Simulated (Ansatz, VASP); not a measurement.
InGa5P6: VASP beside Ansatz

```
In Ga P
1.0
     3.90892    0.02385   -0.01663
     0.02385    4.03669   -0.01419
    -0.07087   -0.06049   16.93785
In Ga P
1 5 6
Direct
  0.49150 0.48347 0.50356
  0.01725 0.99786 0.67643
  0.00264 0.98608 0.32428
  0.49891 0.51282 0.16049
  0.99006 0.99123 0.00043
  0.48859 0.49906 0.83320
  0.50775 0.00679 0.40042
  0.01118 0.50165 0.24590
  0.48961 0.99127 0.07960
  0.00104 0.50498 0.91929
  0.51517 0.01879 0.75886
  0.98631 0.50600 0.59754
```

Change from the starting cell: cell x1, atoms moved at random (sigma 0.05 Å) and cell strained at random (1.5 %), then relaxed without symmetry.

Alike in both runs: task relaxation of cell and atoms; functional PBE; k mesh 4 × 4 × 1; occupations gaussian, width 0.1 eV; no spin polarisation.

|  | VASP | Ansatz |
| --- | --- | --- |
| version | VASP 6.6.1 | Ansatz 0.2.0 |
| potentials or method | VASP PAW PBE potentials, release 64 (In_d, Ga_d, P), cutoff 600 eV | scalar-relativistic, plane waves, PAW |
| valence electrons in the cell | 108 | 108 |

VASP gave:

* gap on the k mesh at the Fermi level, each at its own relaxed structure (eV): 1.24
* relaxed volume (Å³/atom): 21.76
* relaxed cell length with the largest relative difference (Å): 3.958

Question: Which values does Ansatz return?

Answer: gap on the k mesh at the Fermi level, each at its own relaxed structure (eV): 1.24; relaxed volume (Å³/atom): 21.76; relaxed cell length with the largest relative difference (Å): 3.959.
